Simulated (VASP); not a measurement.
# LiCl (F-43m) in VASP: further runs

The runs below take LiCl through single point, with PBE.

Program: VASP 6.6.1. These are calculated values, not measurements. Logs are shortened: lines on timing, memory, paths and dates and some standing lists are left out, and cuts for length are marked.

## (1) The cell of the first run

Symmetry: F-43m, No. 216, cubic system. The conventional cell has a = 5.556 Å, b = 5.556 Å, c = 5.556 Å, α = 90.00°, β = 90.00°, γ = 90.00°. Within 3.2 Å of Li (site symmetry -43m) lie 4 Cl at 2.41 Å. Within 3.2 Å of Cl (site symmetry -43m) lie 4 Li at 2.41 Å.

## (2) Single point, PBE (volume changed by +5%)

INCAR

```
PREC = Accurate ; ENCUT = 520
EDIFF = 1E-6 ; ISMEAR = 0
SIGMA = 0.01 ; LREAL = F
LASPH = T ; NELM = 60
ALGO = Normal ; ISIF = 2
LWAVE = F ; LCHARG = T
GGA = PE ; LELF = T
LVHAR = T ; NBANDS = 12
```

KPOINTS

```
Automatic mesh
0
Gamma
  4 4 4
```

POSCAR

```
LiCl
1.0
    0.0000000000      2.7778544695      2.7778544695
    2.7778544695      0.0000000000      2.7778544695
    2.7778544695      2.7778544695      0.0000000000
Li Cl
1 1
Direct
    0.0000000000      0.0000000000      0.0000000000
    0.2500000000      0.2500000000      0.2500000000
```

Potentials or basis: VASP PAW PBE potentials, release 64 (Li_sv, Cl).

Launch:

```sh
$ cat potpaw_PBE.64/Li_sv/POTCAR potpaw_PBE.64/Cl/POTCAR > POTCAR
$ mpirun -np 1 vasp_std > vasp.out
```

OUTCAR:

```text
PREC = Accurate
   ENCUT = 520
   EDIFF = 1E-6
   ISMEAR = 0
   LREAL = F
   LASPH = T
   NELM = 60
   ISIF = 2
   GGA = PE

 ion  position               nearest neighbor table
   1  0.000  0.000  0.000-   2 2.41   2 2.41   2 2.41   2 2.41
   2  0.250  0.250  0.250-   1 2.41   1 2.41   1 2.41   1 2.41

  LATTYP: Found a face centered cubic cell.
 ALAT       =     5.5557089390

  Lattice vectors:

 A1 = (   0.0000000000,   2.7778544695,   2.7778544695)
 A2 = (   2.7778544695,   0.0000000000,   2.7778544695)
 A3 = (   2.7778544695,   2.7778544695,   0.0000000000)

Analysis of symmetry for initial positions (statically):
=====================================================================
 Subroutine PRICEL returns:
 Original cell was already a primitive cell.

 Routine SETGRP: Setting up the symmetry group for a
 face centered cubic supercell.

 Subroutine GETGRP returns: Found 24 space group operations
 (whereof 24 operations were pure point group operations)
 out of a pool of 48 trial point group operations.

The static configuration has the point symmetry T_d .

Analysis of symmetry for dynamics (positions and initial velocities):
=====================================================================
 Subroutine PRICEL returns:
 Original cell was already a primitive cell.

 Routine SETGRP: Setting up the symmetry group for a
 face centered cubic supercell.

 Subroutine GETGRP returns: Found 24 space group operations
 (whereof 24 operations were pure point group operations)
 out of a pool of 48 trial point group operations.

The dynamic configuration has the point symmetry T_d .

 Subroutine INISYM returns: Found 24 space group operations
 (whereof 24 operations are pure point group operations),
 and found     1 'primitive' translations

----------------------------------------------------------------------------------------

                                     Primitive cell

  volume of cell :      42.8705

  direct lattice vectors                    reciprocal lattice vectors
     0.000000000  2.777854469  2.777854469    -0.179995031  0.179995031  0.179995031
     2.777854469  0.000000000  2.777854469     0.179995031 -0.179995031  0.179995031
     2.777854469  2.777854469  0.000000000     0.179995031  0.179995031 -0.179995031

  length of vectors
     3.928479465  3.928479465  3.928479465     0.311760538  0.311760538  0.311760538

  position of ions in fractional coordinates (direct lattice)
     0.000000000  0.000000000  0.000000000
     0.250000000  0.250000000  0.250000000

  ion indices of the primitive-cell ions
   primitive index   ion index
                 1           1
                 2           2

----------------------------------------------------------------------------------------

 KPOINTS: Automatic mesh

Automatic generation of k-mesh.
 Grid dimensions read from file:
 generate k-points for:    4    4    4

 Generating k-lattice:

  Cartesian coordinates                     Fractional coordinates (reciprocal lattice)
    -0.044998758  0.044998758  0.044998758     0.250000000  0.000000000  0.000000000
     0.044998758 -0.044998758  0.044998758     0.000000000  0.250000000  0.000000000
     0.044998758  0.044998758 -0.044998758     0.000000000  0.000000000  0.250000000

  Length of vectors
     0.077940134  0.077940134  0.077940134

  Shift w.r.t. Gamma in fractional coordinates (k-lattice)
     0.000000000  0.000000000  0.000000000

 Subroutine IBZKPT returns following result:
 ===========================================

 Found      8 irreducible k-points:

 Following reciprocal coordinates:
            Coordinates               Weight
  0.000000  0.000000  0.000000      1.000000
  0.250000  0.000000  0.000000      8.000000
  0.500000  0.000000  0.000000      4.000000
  0.250000  0.250000  0.000000      6.000000
  0.500000  0.250000  0.000000     24.000000
 -0.250000  0.250000  0.000000     12.000000
  0.500000  0.500000  0.000000      3.000000
 -0.250000  0.500000  0.250000      6.000000
   k-points           NKPTS =      8   k-points in BZ     NKDIM =      8   number of bands    NBANDS=     12
   number of dos      NEDOS =    301   number of ions     NIONS =      2
   total plane-waves  NPLWV =  27000
   dimension x,y,z NGX =    30 NGY =   30 NGZ =   30
   dimension x,y,z NGXF=    60 NGYF=   60 NGZF=   60
   ions per type =               1   1
   NGX,Y,Z   is equivalent  to a cutoff of  12.70, 12.70, 12.70 a.u.
   NGXF,Y,Z  is equivalent  to a cutoff of  25.39, 25.39, 25.39 a.u.
 SYSTEM =  unknown system
   PREC   = accura    normal or accurate (medium, high low for compatibility)
   ISTART =      0    job   : 0-new  1-cont  2-samecut
   ICHARG =      2    charge: 1-file 2-atom 10-const
   ISPIN  =      1    spin polarized calculation?
   LNONCOLLINEAR =      F non collinear calculations
   LSORBIT =      F    spin-orbit coupling
   LASPH  =      T    aspherical Exc in radial PAW
   ENCUT  =  520.0 eV  38.22 Ry    6.18 a.u.   7.30  7.30  7.30*2*pi/ulx,y,z
   NELM   =     60;   NELMIN=  2; NELMDL= -5     # of ELM steps
   EDIFF  = 0.1E-05   stopping-criterion for ELM
   LREAL  =      F    real-space projection
   EDIFFG = 0.1E-04   stopping-criterion for IOM
   NSW    =      0    number of steps for IOM
   IBRION =     -1    ionic relax: 0-MD 1-quasi-New 2-CG
   NFREE  =      0    steps in history (QN), initial steepest desc. (CG)
   ISIF   =      2    stress and relaxation
   ISYM   =      2    0-nonsym 1-usesym 2-fastsym
   POTIM  = 0.5000    time-step for ionic-motion
   TEBEG  =    0.0;   TEEND  =   0.0 temperature during run
   PSTRESS=    0.0 pullay stress
   NELECT =      10.0000    total number of electrons
   NUPDOWN=      -1.0000    fix difference up-down
   EMIN   =  10.00;   EMAX   =-10.00  energy-range for DOS
   EFERMI =   0.00;   METHOD = LEGACY
   ISMEAR =     0;   SIGMA  =   0.01  broadening in eV -4-tet -1-fermi 0-gaus
   EFERMI_NEDOS =   21; number of points for ismear=-14 and -15
   IALGO  =     38    algorithm
   IMIX   =      4    mixing-type and parameters
     AMIX     =   0.40;   BMIX     =  1.00
     AMIX_MAG =   1.60;   BMIX_MAG =  1.00
  volume/ion in A,a.u.               =      21.44       144.65
  Fermi-wavevector in a.u.,A,eV,Ry     =   1.007756  1.904382 13.817695  1.015572
  Thomas-Fermi vector in A             =   2.140581
   LORBIT       =      0    0 simple, 1 ext, 2 COOP (PROOUT), +10 PAW based schemes
   GGA     = PE    functional components
   LHFCALC =     F    Hartree Fock is set to
   AEXX    =    0.0000 exact exchange contribution
   IVDW    =     0    specifies the selected vdW correction
   LEPSILON=     F    determine dielectric tensor
   LRPA    =     F    only Hartree local field effects (RPA)
 non-spin polarized calculation
 Gauss-broadening in eV      SIGMA  =   0.01
  energy-cutoff  :      520.00
  volume of cell :       42.87
 maximum number of plane-waves:      1174
 NGX is ok and might be reduce to    30
   NGX = 15   NGY = 15   NGZ = 15

 number of electron      10.0000012 magnetization

 Free energy of the ion-electron system (eV)
  ---------------------------------------------------
  ext. energy  EPLUGINS =         0.00000000
  ---------------------------------------------------
  free energy    TOTEN  =        -7.42500195 eV

  energy without entropy =       -7.42500195  energy(sigma->0) =       -7.42500195

 E-fermi :  -1.2124     XC(G=0):  -7.5344

 val. band max:       -1.4117283226   @ k =   0.0000   0.0000   0.0000
 cond. band min:       4.4764158601   @ k =   0.0000   0.0000   0.0000
 fundamental gap:      5.8881441827
 Fermi energy:        -1.2123902486

 k-point     1 :       0.0000    0.0000    0.0000
  band No.  band energies     occupation
      1     -44.3721      2.00000
      2     -14.0415      2.00000
      3      -1.4117      2.00000
      4      -1.4117      2.00000
      5      -1.4117      2.00000
      6       4.4764      0.00000
      7       8.6999      0.00000
      8       8.6999      0.00000
      9       8.6999      0.00000
     10      12.9802      0.00000
     11      12.9802      0.00000
     12      16.0018      0.00000

 k-point     2 :       0.2500    0.0000    0.0000
  band No.  band energies     occupation
      1     -44.3715      2.00000
      2     -13.9149      2.00000
      3      -2.4635      2.00000
      4      -1.5516      2.00000
      5      -1.5516      2.00000
      6       5.7304      0.00000
      7       8.9106      0.00000
      8       9.0680      0.00000
      9       9.0680      0.00000
     10      12.2986      0.00000
     11      12.2986      0.00000
     12      14.4824      0.00000

 k-point     3 :       0.5000    0.0000    0.0000
  band No.  band energies     occupation
      1     -44.3709      2.00000
      2     -13.7799      2.00000
      3      -3.2948      2.00000
      4      -1.6806      2.00000
      5      -1.6806      2.00000
      6       6.8208      0.00000
      7       8.8702      0.00000
      8       8.8702      0.00000
      9       9.0698      0.00000
     10      14.5190      0.00000
     11      14.5190      0.00000
     12      14.6702      0.00000

 k-point     4 :       0.2500    0.2500    0.0000
  band No.  band energies     occupation
      1     -44.3714      2.00000
      2     -13.8741      2.00000
      3      -2.3202      2.00000
      4      -1.8229      2.00000
      5      -1.8229      2.00000
      6       5.6860      0.00000
      7       8.6889      0.00000
      8       9.9022      0.00000
      9       9.9670      0.00000
     10       9.9670      0.00000
     11      13.8838      0.00000
     12      17.7059      0.00000

 k-point     5 :       0.5000    0.2500    0.0000
  band No.  band energies     occupation
      1     -44.3707      2.00000
      2     -13.7399      2.00000
      3      -2.9561      2.00000
      4      -2.1863      2.00000
      5      -1.9466      2.00000
      6       6.4590      0.00000
      7       8.5039      0.00000
      8       9.8089      0.00000
      9      10.2193      0.00000
     10      12.0529      0.00000
     11      14.6358      0.00000
     12      15.1685      0.00000

 k-point     6 :      -0.2500    0.2500    0.0000
  band No.  band energies     occupation
      1     -44.3709      2.00000
      2     -13.7834      2.00000
      3      -2.8473      2.00000
      4      -2.2191      2.00000
      5      -1.6904      2.00000
      6       7.2268      0.00000
      7       7.8560      0.00000
      8       9.5760      0.00000
      9       9.7304      0.00000
     10      11.7024      0.00000
     11      13.8298      0.00000
     12      15.1851      0.00000

 k-point     7 :       0.5000    0.5000    0.0000
  band No.  band energies     occupation
      1     -44.3706      2.00000
      2     -13.6988      2.00000
      3      -2.9435      2.00000
      4      -2.1861      2.00000
      5      -2.1861      2.00000
      6       5.2497      0.00000
      7       8.1920      0.00000
      8      11.6333      0.00000
      9      12.1816      0.00000
     10      12.1816      0.00000
     11      15.3107      0.00000
     12      15.4572      0.00000

 k-point     8 :      -0.2500    0.5000    0.2500
  band No.  band energies     occupation
      1     -44.3705      2.00000
      2     -13.6956      2.00000
      3      -2.7115      2.00000
      4      -2.4707      2.00000
      5      -2.3143      2.00000
      6       6.6885      0.00000
      7       9.2287      0.00000
      8       9.2694      0.00000
      9      10.2087      0.00000
     10      12.3865      0.00000
     11      14.7112      0.00000
     12      15.3361      0.00000

------------------------ aborting loop because EDIFF is reached ----------------------------------------

  FORCE on cell =-STRESS in cart. coord.  units (eV):
  Direction    XX          YY          ZZ          XY          YZ          ZX
  --------------------------------------------------------------------------------------
  -------------------------------------------------------------------------------------
  Total       -0.1509658     -0.1509658     -0.1509658     -0.0000000      0.0000000     -0.0000000
  in kB       -5.6419673     -5.6419673     -5.6419673     -0.0000000      0.0000000     -0.0000000
  external PRESSURE =      -5.6419673 kB  Pullay stress =       0.0000000 kB

 VOLUME and BASIS-vectors are now :
 -----------------------------------------------------------------------------
  energy-cutoff  :      520.00
  volume of cell :       42.87
      direct lattice vectors                 reciprocal lattice vectors
     0.000000000  2.777854469  2.777854469    -0.179995031  0.179995031  0.179995031
     2.777854469  0.000000000  2.777854469     0.179995031 -0.179995031  0.179995031
     2.777854469  2.777854469  0.000000000     0.179995031  0.179995031 -0.179995031

 POSITION                                       TOTAL-FORCE (eV/Angst)
 -----------------------------------------------------------------------------------
      0.00000      0.00000      0.00000        -0.000000      0.000000      0.000000
      1.38893      1.38893      1.38893         0.000000     -0.000000     -0.000000
 -----------------------------------------------------------------------------------
    total drift:                               -0.000000     -0.000000      0.000000

  FREE ENERGIE OF THE ION-ELECTRON SYSTEM (eV)
  ---------------------------------------------------
  free  energy   TOTEN  =        -7.4250019489 eV

  energy  without entropy=       -7.4250019489  energy(sigma->0) =       -7.42500195
```

Wall time 10 s (1 thread of Intel Xeon 8259CL, shared host); peak memory 0.15 GiB.

What came out:

```yaml
Free_energy: -7.4250 eV
Band_gap_on_the_k_mesh: 5.89 eV, direct
```

Caveat: the k points lie up to 0.49 Å⁻¹ apart; the cutoff is under 1.25 times the usual one of these potentials, so pressure, stress and relaxed cells hold a basis-set (Pulay) error.

## (3) Single point, PBE (volume changed by -10%)

INCAR

```
ALGO = Normal
EDIFF = 1E-6
ENCUT = 520
GGA = PE
ISIF = 2
ISMEAR = 0
LASPH = T
LCHARG = F
LREAL = F
LWAVE = F
NBANDS = 12
NELM = 60
PREC = Accurate
SIGMA = 0.01
```

KPOINTS

```
k-points
0
Gamma
  4 4 4
```

POSCAR

```
LiCl
1.0
    0.0000000000      2.6387235494      2.6387235494
    2.6387235494      0.0000000000      2.6387235494
    2.6387235494      2.6387235494      0.0000000000
Li Cl
1 1
Direct
    0.0000000000      0.0000000000      0.0000000000
    0.2500000000      0.2500000000      0.2500000000
```

Potentials or basis: VASP PAW PBE potentials, release 64 (Li_sv, Cl).

Launch:

```sh
$ cat potpaw_PBE.64/Li_sv/POTCAR potpaw_PBE.64/Cl/POTCAR > POTCAR
$ mpirun -np 1 vasp_std > vasp.out
```

OUTCAR:

```text
EDIFF = 1E-6
   ENCUT = 520
   GGA = PE
   ISIF = 2
   ISMEAR = 0
   LASPH = T
   LREAL = F
   NELM = 60
   PREC = Accurate

 ion  position               nearest neighbor table
   1  0.000  0.000  0.000-   2 2.29   2 2.29   2 2.29   2 2.29
   2  0.250  0.250  0.250-   1 2.29   1 2.29   1 2.29   1 2.29

  LATTYP: Found a face centered cubic cell.
 ALAT       =     5.2774470988

  Lattice vectors:

 A1 = (   0.0000000000,   2.6387235494,   2.6387235494)
[... 289 lines left out ...]
------------------------ aborting loop because EDIFF is reached ----------------------------------------

  FORCE on cell =-STRESS in cart. coord.  units (eV):
  Direction    XX          YY          ZZ          XY          YZ          ZX
  --------------------------------------------------------------------------------------
  -------------------------------------------------------------------------------------
  Total        0.9637083      0.9637083      0.9637083      0.0000000     -0.0000000      0.0000000
  in kB       42.0188843     42.0188843     42.0188843      0.0000000     -0.0000000      0.0000000
  external PRESSURE =      42.0188843 kB  Pullay stress =       0.0000000 kB

 VOLUME and BASIS-vectors are now :
 -----------------------------------------------------------------------------
  energy-cutoff  :      520.00
  volume of cell :       36.75
      direct lattice vectors                 reciprocal lattice vectors
     0.000000000  2.638723549  2.638723549    -0.189485556  0.189485556  0.189485556
     2.638723549  0.000000000  2.638723549     0.189485556 -0.189485556  0.189485556
     2.638723549  2.638723549  0.000000000     0.189485556  0.189485556 -0.189485556

 POSITION                                       TOTAL-FORCE (eV/Angst)
 -----------------------------------------------------------------------------------
      0.00000      0.00000      0.00000         0.000000      0.000000      0.000000
      1.31936      1.31936      1.31936        -0.000000     -0.000000      0.000000
 -----------------------------------------------------------------------------------
    total drift:                               -0.000000     -0.000000      0.000000

  FREE ENERGIE OF THE ION-ELECTRON SYSTEM (eV)
  ---------------------------------------------------
  free  energy   TOTEN  =        -7.3634819788 eV

  energy  without entropy=       -7.3634819788  energy(sigma->0) =       -7.36348198
```

OSZICAR:

```text
N       E                     dE             d eps       ncg     rms          rms(c)
DAV:   1     0.447277854714E+02    0.44728E+02   -0.39212E+03   192   0.735E+02
DAV:   2    -0.462271057959E+01   -0.49350E+02   -0.47104E+02   240   0.152E+02
DAV:   3    -0.735814946766E+01   -0.27354E+01   -0.27217E+01   256   0.372E+01
DAV:   4    -0.747362202320E+01   -0.11547E+00   -0.11542E+00   284   0.708E+00
DAV:   5    -0.747428711477E+01   -0.66509E-03   -0.66508E-03   276   0.595E-01    0.236E+00
DAV:   6    -0.735262571195E+01    0.12166E+00   -0.24814E-01   216   0.220E+00    0.177E+00
DAV:   7    -0.735350736162E+01   -0.88165E-03   -0.76389E-02   224   0.135E+00    0.104E+00
DAV:   8    -0.736313172792E+01   -0.96244E-02   -0.12220E-02   216   0.696E-01    0.183E-01
DAV:   9    -0.736317320722E+01   -0.41479E-04   -0.17428E-04   256   0.936E-02    0.940E-02
DAV:  10    -0.736348379747E+01   -0.31059E-03   -0.47556E-04   220   0.123E-01    0.458E-02
DAV:  11    -0.736348046721E+01    0.33303E-05   -0.13827E-05   272   0.234E-02    0.747E-03
DAV:  12    -0.736348163964E+01   -0.11724E-05   -0.15043E-06   212   0.793E-03    0.143E-03
DAV:  13    -0.736348197879E+01   -0.33915E-06   -0.44091E-07   220   0.389E-03
   1 F= -.73634820E+01 E0= -.73634820E+01  d E =-.256557-124
```

Run time: 7.4 s. Hardware: 1 thread of Intel Xeon 8259CL, shared host; peak memory 0.14 GiB.

What came out:

| Property | Result |
| --- | --- |
| Free energy | -7.3635 eV |
| Band gap on the k mesh | 6.44 eV, direct |

Levels at points of the mesh, in eV from the valence-band top:
```tsv
k point	band 2	band 3	band 4	band 5	band 6	band 7	band 8	band 9
(0.00, 0.00, 0.00)	-12.99	0.00	0.00	0.00	6.44	10.29	10.29	10.29
(0.50, 0.00, 0.00)	-12.61	-2.39	-0.35	-0.35	8.71	10.46	10.46	11.35
(0.50, 0.50, 0.00)	-12.49	-1.92	-1.01	-1.01	6.56	9.76	14.57	14.73
```

Caveat: the k points lie up to 0.52 Å⁻¹ apart; the cutoff is under 1.25 times the usual one of these potentials, so pressure, stress and relaxed cells hold a basis-set (Pulay) error.

(Continued in part 2 of 2.)
